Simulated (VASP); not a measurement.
Runs of VASP 6.6.1 on C. The structure is that of space group P6_3/mmc (No. 194), or close to it. The cells are those of the table. 

```tsv
cell	gap on the mesh (eV)	pressure (GPa)	largest force (eV/Å)
a = 2.384, b = 2.384, c = 8.073 Å, angles 90.0, 90.0, 120.0°, 8 atoms	5.26	74.9	0.37
a = 2.447, b = 2.447, c = 8.280 Å, angles 90.0, 90.0, 120.0°, 8 atoms	5.13	26.8	0.15
a = 2.384, b = 2.384, c = 8.280 Å, angles 90.0, 90.0, 120.0°, 8 atoms	4.51	(b)	0.40
a = 2.447, b = 2.447, c = 7.866 Å, angles 90.0, 90.0, 120.0°, 8 atoms	4.68	57.5	0.19
a = 2.510, b = 2.510, c = 8.073 Å, angles 90.0, 90.0, 120.0°, 8 atoms	4.53	13.7	0.11
a = 2.510, b = 2.510, c = 7.866 Å, angles 90.0, 90.0, 120.0°, 8 atoms	4.17	28.7	0.41
a = 2.384, b = 2.384, c = 8.694 Å, angles 90.0, 90.0, 120.0°, 8 atoms	(c)	34.2	0.08
a = 2.384, b = 2.384, c = 8.487 Å, angles 90.0, 90.0, 120.0°, 8 atoms	3.72	(a)	0.28
a = 2.447, b = 2.447, c = 8.073 Å, angles 90.0, 90.0, 120.0°, 8 atoms	4.98	40.8	0.08
a = 2.447, b = 2.447, c = 8.487 Å, angles 90.0, 90.0, 120.0°, 8 atoms	4.43	15.0	0.08
a = 2.384, b = 2.384, c = 7.866 Å, angles 90.0, 90.0, 120.0°, 8 atoms	5.18	(d)	0.16
```

Alike in all rows: task single point; level r2SCAN; potentials or basis VASP PAW PBE potentials, release 64 (C); no spin polarisation; k mesh 12 × 12 × 4; cutoff (eV) 520; smearing gaussian 0.05 eV.

Question: Fill in the values left out.

Answer: (a) 45.7; (b) 59.1; (c) 2.94; (d) 93.6.

Caveats: the cell stands under pressure; the PAW data sets were made with another functional, which shifts forces and pressure a little.

A k mesh can miss the band edges.
